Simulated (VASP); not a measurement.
Here is a VASP 6.6.1 calculation.

Contents of POSCAR:

```
GaN
1.0
    0.0000000000      2.2489525451      2.2489525451
    2.2489525451      0.0000000000      2.2489525451
    2.2489525451      2.2489525451      0.0000000000
Ga N
1 1
Direct
    0.0000000000      0.0000000000      0.0000000000
    0.2500000000      0.2500000000      0.2500000000
```

The input INCAR.step1:

```
ALGO = Normal
EDIFF = 1E-8
ENCUT = 500
GGA = PE
ISMEAR = 0
LASPH = T
LCHARG = F
LREAL = F
LWAVE = T
NELM = 80
PREC = Accurate
SIGMA = 0.01
```

File INCAR.step2:

```
ALGO = Exact
EDIFF = 1E-8
ENCUT = 500
GGA = PE
ISMEAR = 0
ISTART = 1
LASPH = T
LCHARG = F
LOPTICS = T
LREAL = F
LWAVE = T
NBANDS = 45
NELM = 1
PREC = Accurate
SIGMA = 0.01
```

Contents of INCAR.step3:

```
ALGO = EVGW0
EDIFF = 1E-8
ENCUT = 500
ENCUTGW = 80.0
GGA = PE
ISMEAR = 0
ISTART = 1
LASPH = T
LCHARG = F
LREAL = F
LWAVE = F
NBANDS = 45
NBANDSGW = 17
NELMGW = 1
NOMEGA = 48
PREC = Accurate
PRECFOCK = Fast
SIGMA = 0.01
```

File KPOINTS:

```
k-points
0
Gamma
  6 6 6
```

Potentials or basis: VASP PAW PBE potentials, release 64 (Ga_d_GW, N_GW).

Command:

```bash
$ cat potpaw_PBE.64/Ga_d_GW/POTCAR potpaw_PBE.64/N_GW/POTCAR > POTCAR
$ cp INCAR.step1 INCAR
$ mpirun -np 1 vasp_std > vasp.out
$ cp INCAR.step2 INCAR
$ mpirun -np 1 vasp_std > vasp.out
$ cp INCAR.step3 INCAR
$ mpirun -np 1 vasp_std > vasp.out
```

**Question.** What does it give for the quasiparticle gap?

**Answer.** 2.82 eV.

**Question.** Estimate the least direct quasiparticle gap.

**Answer.** 2.82 eV.

**Question.** Estimate the least direct gap of the starting levels on the mesh.

**Answer.** 1.77 eV.

**Question.** What does it give for the band gap of the starting levels on the mesh?

**Answer.** 1.77 eV.

Caveat: the k points lie up to 0.40 Å⁻¹ apart; bands, screening cutoff and mesh are small and nothing is extrapolated, so the quasiparticle values aren't converged.
